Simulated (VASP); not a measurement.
**LiSi16 (a cell with a defect): single point with PBE**

LiSi16 (a cell with a defect):

```
Si Li
1.0
     0.00000    5.47009   -5.47009
     5.47009    5.47009    0.00000
     5.47009    0.00000   -5.47009
Si Li
16 1
Direct
  0.12644 0.12651 0.12652
  0.12639 0.61746 0.12648
  0.61720 0.12652 0.12654
  0.62502 0.62504 0.12165
  0.12637 0.12644 0.61753
  0.12177 0.62500 0.62500
  0.62501 0.12168 0.62503
  0.62499 0.62500 0.62500
  0.25124 0.74719 0.25121
  0.24901 0.24929 0.24936
  0.74707 0.74720 0.25122
  0.74710 0.25126 0.25124
  0.25120 0.74715 0.74719
  0.25123 0.25121 0.74721
  0.74924 0.74916 0.74913
  0.74706 0.25122 0.74722
  0.99895 0.99932 0.99941
```

```json
{
 "Program": "VASP 6.6.1",
 "Task": "single point",
 "Functional": "PBE",
 "Potentials or basis": "VASP PAW PBE potentials, release 64 (Si, Li_sv)",
 "Cutoff": "520 eV",
 "k mesh": "2 × 2 × 2",
 "Occupations": "gaussian, width 0.02 eV",
 "Spin": "no spin polarisation"
}
```

| Item | Value |
| --- | --- |
| Largest force | 0.006 eV/Å |

Forces on the atoms (eV/Å):
```
Si   0.003  0.002 -0.002
Si  -0.003 -0.004 -0.004
Si   0.004 -0.003  0.003
Si   0.000 -0.001  0.000
Si  -0.003  0.003  0.003
Si   0.000 -0.001  0.001
Si   0.000  0.000  0.000
Si   0.000  0.000  0.000
Si   0.000  0.000  0.000
Si  -0.003  0.001  0.000
Si   0.000  0.001  0.000
Si   0.000  0.000  0.000
Si   0.001 -0.001  0.001
Si   0.000 -0.001  0.000
Si   0.001  0.000  0.000
Si   0.000  0.000 -0.001
Li  -0.002  0.003 -0.002
```

Levels at points of the mesh, in eV from the Fermi level:
```tsv
k point	band 29	band 30	band 31	band 32	band 33	band 34	band 35	band 36	band 37	band 38
(0.00, 0.00, 0.00)	-1.26	-1.26	-0.15	-0.15	-0.15	0.54	0.54	0.54	0.61	0.61
(0.50, 0.00, 0.00)	-2.22	-0.95	-0.95	-0.86	-0.86	1.06	1.27	1.27	1.45	1.46
(0.00, 0.50, 0.00)	-2.22	-0.95	-0.95	-0.86	-0.86	1.07	1.27	1.27	1.45	1.47
(0.00, 0.00, 0.50)	-2.22	-0.95	-0.95	-0.86	-0.86	1.07	1.27	1.27	1.45	1.47
(0.50, 0.50, 0.50)	-2.22	-0.95	-0.95	-0.86	-0.86	1.06	1.27	1.27	1.45	1.46
(0.50, 0.50, 0.00)	-2.02	-1.49	-1.49	-1.44	-1.40	0.94	1.00	2.03	2.15	2.15
(0.00, 0.50, 0.50)	-2.02	-1.49	-1.49	-1.44	-1.40	0.94	1.00	2.03	2.15	2.15
(0.50, 0.00, 0.50)	-2.02	-1.49	-1.49	-1.44	-1.40	0.94	1.00	2.03	2.15	2.15
```

It took 6.9 min on 1 thread of AMD EPYC 7R43 64-Core Processor (Zen 3), with other jobs on the host, peak memory 0.43 GiB.

Caveat: the k points lie up to 0.50 Å⁻¹ apart; the cell carries a net charge on a neutralising background, which shifts energy and pressure; the cell is charged against a uniform background, so pressure and absolute levels hang on convention.
